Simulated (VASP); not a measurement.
Here is a VASP 6.6.1 calculation.

File INCAR:

```
ALGO     = Normal         # electronic algorithm
EDIFF    = 1E-7           # SCF threshold, eV
ENCUT    = 520            # plane-wave cutoff, eV
GGA      = PE             # functional
ISIF     = 2              # what is computed and relaxed
ISMEAR   = -1             # smearing method
LASPH    = T              # aspherical terms in the spheres
LCHARG   = F              # write CHGCAR
LREAL    = F              # projectors in reciprocal space
LWAVE    = F              # write WAVECAR
NBANDS   = 10             # bands
NELM     = 80             # most SCF steps
PREC     = Accurate       # precision mode
SIGMA    = 0.08           # smearing width, eV
```

File KPOINTS:

```
k-points
0
Gamma
  19 19 19
```

File POSCAR:

```
F
1.0
    0.0000000000      1.5881982265      1.5881982265
    1.5881982265      0.0000000000      1.5881982265
    1.5881982265      1.5881982265      0.0000000000
F
1
Direct
    0.0000000000      0.0000000000      0.0000000000
```

Potentials or basis: VASP PAW PBE potentials, release 64 (F).

Launch:

```bash
$ cat potpaw_PBE.64/F/POTCAR > POTCAR
$ mpirun -np 1 vasp_std > vasp.out
```

(1) Predict the pressure.

## Answers

(1) 22.1 GPa.

Caveat: an odd number of electrons without spin polarisation forces a metal; a magnetic or distorted state may lie lower.
